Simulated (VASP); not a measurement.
A run of VASP 6.6.1 is set up as follows.

Contents of INCAR:

```
PREC = Accurate
ENCUT = 520
EDIFF = 1E-7
ISMEAR = 0
SIGMA = 0.15
LREAL = False
LASPH = True
NELM = 100
ALGO = Fast
ISIF = 2
LWAVE = False
LCHARG = False
GGA = PE
NBANDS = 28
```

Contents of KPOINTS:

```
Automatic mesh
0
Gamma
  15 15 6
```

Contents of POSCAR:

```
Ti3Al
1.0
    2.9562683061      0.0000000000      0.0000000000
   -1.4781341530      2.5602034534      0.0000000000
    0.0000000000      0.0000000000      9.0665792679
Ti Al
3 1
Direct
    0.6666666667      0.3333333333      0.0000000000
    0.3333333333      0.6666666667      0.7558737898
    0.3333333333      0.6666666667      0.2441262102
    0.6666666667      0.3333333333      0.5000000000
```

Potentials or basis: VASP PAW PBE potentials, release 64 (Ti_sv, Al).

The run is started by

```console
$ cat potpaw_PBE.64/Ti_sv/POTCAR potpaw_PBE.64/Al/POTCAR > POTCAR
$ mpirun -np 1 vasp_std > vasp.out
```

(1) Estimate the largest force.

(2) Predict the band gap on the k mesh.

(3) What does it give for the pressure?

Answers

(1) 0.385 eV/Å.

(2) zero (an odd number of electrons rules out a gap without spin polarisation).

(3) 0.3 GPa.
